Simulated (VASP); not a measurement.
Input of a VASP 6.6.1 run:

Contents of INCAR:

```
SYSTEM = Ti2O
PREC     = Accurate       ! precision mode
ENCUT    = 520            ! plane-wave cutoff, eV
EDIFF    = 1E-7           ! SCF threshold, eV
ISMEAR   = 0              ! smearing method
SIGMA    = 0.15           ! smearing width, eV
LREAL    = .False.        ! projectors in reciprocal space
LASPH    = .True.         ! aspherical terms in the spheres
NELM     = 80             ! most SCF steps
ALGO     = Normal         ! electronic algorithm
ISIF     = 2              ! what is computed and relaxed
LWAVE    = .False.        ! write WAVECAR
LCHARG   = .False.        ! write CHGCAR
GGA      = PS             ! functional
NBANDS   = 22             ! bands
```

File KPOINTS:

```
regular mesh
0
Gamma
  12 12 8
  0 0 0
```

File POSCAR:

```
Ti2O
1.0
    2.9529519773      0.0000000000      0.0000000000
   -1.4764759887      2.5573314285      0.0000000000
    0.0000000000      0.0000000000      4.7237336589
Ti O
2 1
Direct
    0.6666666667      0.3333333333      0.2626749711
    0.3333333333      0.6666666667      0.7373250289
    0.0000000000      0.0000000000      0.0000000000
```

Potentials or basis: VASP PAW PBE potentials, release 64 (Ti_sv, O).

Run with:

```console
$ cat potpaw_PBE.64/Ti_sv/POTCAR potpaw_PBE.64/O/POTCAR > POTCAR
$ mpirun -np 1 vasp_std > vasp.out
```

What does it give for the largest force?

0.049 eV/Å.

What does it give for the band gap on the k mesh?

Zero (bands 15 and 16 overlap by 0.76 eV).

Forces in eV/Å, atoms in the order of the input:
```
Ti   0.000  0.000  0.049
Ti   0.000  0.000 -0.049
O    0.000  0.000  0.000
```

Caveat: the PAW data sets were made with another functional, which shifts forces and pressure a little.
